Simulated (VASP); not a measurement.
Here is a VASP 6.6.1 calculation.

INCAR

```
PREC = Accurate
ENCUT = 520
EDIFF = 1E-7
ISMEAR = 0
SIGMA = 0.02
LREAL = Auto
LASPH = T
NELM = 150
ALGO = Normal
ISIF = 2
LWAVE = F
LCHARG = T
ISPIN = 2
MAGMOM = 0 0 0 0 0 0 0 0 0 0 0 0 0 0 0 0 0 0 0 0 0 0 0 0 0 0 0 0 0.06 0 0 0 0 0 0
LORBIT = 11
GGA = PE
LELF = T
LVHAR = T
NBANDS = 120
NELECT = 185.0
```

KPOINTS

```
Automatic mesh
0
Gamma
  2 2 1
```

The input POSCAR:

```
Si12O23
1.0
   -2.4457500000      4.2361630000      5.3885000000
    4.8915000000      0.0000000000      5.3885000000
    4.8915000000      8.4723270000      0.0000000000
Si O
12 23
Direct
    0.0897672638      0.5793232067      0.9502602105
    0.4092075805      0.9253951846      0.0270943258
    0.0004339780     -0.0100769213      0.2719829627
    0.1007215422      0.5635020822      0.4515889353
    0.3972333813      0.9371090145      0.5326003880
   -0.0007265979      0.0092081791      0.7670671809
    0.5973545880      0.0629096785      0.2039814559
    0.9011986874      0.4367300498      0.2812897171
    0.4972182130      0.4987808591      0.5216710360
    0.6080623101      0.0629520724      0.6928163821
    0.9010842026      0.4384381135      0.7822354403
    0.5047590374      0.4999563751      0.0130438122
    0.3114653401      0.4722895082      0.9851544978
    0.9158285115      0.5273122512      0.1024407043
    0.9387185534      0.1940679364      0.3236985774
    0.5751200288      0.9709074371      0.0785049743
    0.5821746785      0.3070260267      0.1381173280
    0.3228864225      0.4531566321      0.4771198614
    0.9245555007      0.5132693114      0.6035634834
    0.9082471865      0.2000269158      0.8412799546
    0.1816548373      0.0538208981      0.6191592345
    0.5802526535      0.9842704977      0.5665954795
    0.5723887643      0.3052493539      0.6510901780
    0.8162370649      0.9537584812      0.2335911665
    0.4169117725      0.0221328596      0.3525008862
    0.4145369019      0.6963060043      0.5869843213
    0.6788076497      0.5350308953      0.3706738597
    0.0751011139      0.4919141965      0.3198479520
    0.0799342828      0.8049477809      0.4012648885
    0.8287082171      0.9586912447      0.7215757740
    0.4360216132     -0.0033440591      0.8495545999
    0.1822593330      0.9977035509      0.1155917090
    0.6770896227      0.5587166314      0.8638631385
    0.0738494257      0.4877376579      0.8257880976
    0.0778693639      0.8169139710      0.8945403880
```

Potentials or basis: VASP PAW PBE potentials, release 64 (Si, O).

Command:

```bash
$ cat potpaw_PBE.64/Si/POTCAR potpaw_PBE.64/O/POTCAR > POTCAR
$ mpirun -np 1 vasp_std > vasp.out
```

What does it give for the largest force?

0.086 eV/Å.

Predict the net moment.

0.00 μB per cell.

Forces in eV/Å, atoms in the order of the input:
```
Si  -0.056  0.034  0.001
Si  -0.033  0.009 -0.053
Si  -0.018 -0.026 -0.002
Si  -0.003  0.009  0.003
Si   0.002 -0.018  0.004
Si   0.008  0.024  0.000
Si  -0.016 -0.038  0.010
Si  -0.004 -0.016  0.011
Si   0.011  0.012  0.003
Si  -0.001  0.020 -0.029
Si   0.023 -0.012  0.004
Si   0.079  0.002  0.036
O    0.031 -0.047 -0.041
O    0.006  0.012  0.007
O    0.021 -0.014  0.016
O    0.033  0.015  0.019
O   -0.028  0.045 -0.036
O    0.007  0.001  0.017
O   -0.018 -0.010  0.005
O   -0.020 -0.001 -0.010
O    0.007  0.006 -0.010
O    0.004 -0.016 -0.003
O   -0.002 -0.006 -0.001
O   -0.006  0.018  0.023
O   -0.011  0.012 -0.008
O    0.001 -0.002  0.004
O    0.008  0.013 -0.019
O    0.000 -0.014 -0.006
O   -0.013  0.022 -0.018
O    0.007  0.008  0.000
O   -0.033 -0.043  0.037
O    0.024  0.027 -0.033
O   -0.042  0.001  0.041
O    0.013  0.000  0.003
O    0.019 -0.026  0.022
```

Caveat: the k points lie up to 0.71 Å⁻¹ apart; the cell carries a net charge on a neutralising background, which shifts energy and pressure.
